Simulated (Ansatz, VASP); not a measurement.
# One calculation of Zr, two programs

```
CELL_PARAMETERS angstrom
3.23200 -0.03232 -0.03232
-1.64399 2.81515 -0.01183
-0.05147 -0.05147 5.14700
ATOMIC_POSITIONS crystal
Zr 0.33333 0.66667 0.25000
Zr 0.66667 0.33333 0.75000
```

Change from the starting cell: equal xy, yz and zx shear strains of -2 %.

Alike in both runs: task single point; functional PBE; k mesh 13 × 13 × 7; occupations fermi-dirac, width 0.08 eV; no spin polarisation.

|  | VASP | Ansatz |
| --- | --- | --- |
| version | VASP 6.6.1 | Ansatz 0.2.0 |
| potentials or method | VASP PAW PBE potentials, release 64 (Zr_sv), cutoff 520 eV | all-electron LAPW, scalar-relativistic |

|  | VASP | Ansatz | Ansatz less VASP |
| --- | --- | --- | --- |
| pressure (GPa) | 0.5 | 0.5 | -0.01 |
| traceless stress, the component that is largest in VASP (GPa) | 0.97 | 0.97 | +0.001 |
| rms of the force components (eV/Å) | 0.025 | 0.025 | 0.0000 |

Atom by atom the forces differ by 0.000 eV/Å (rms over components). Ansatz ran all-electron here, and VASP with PAW potentials.
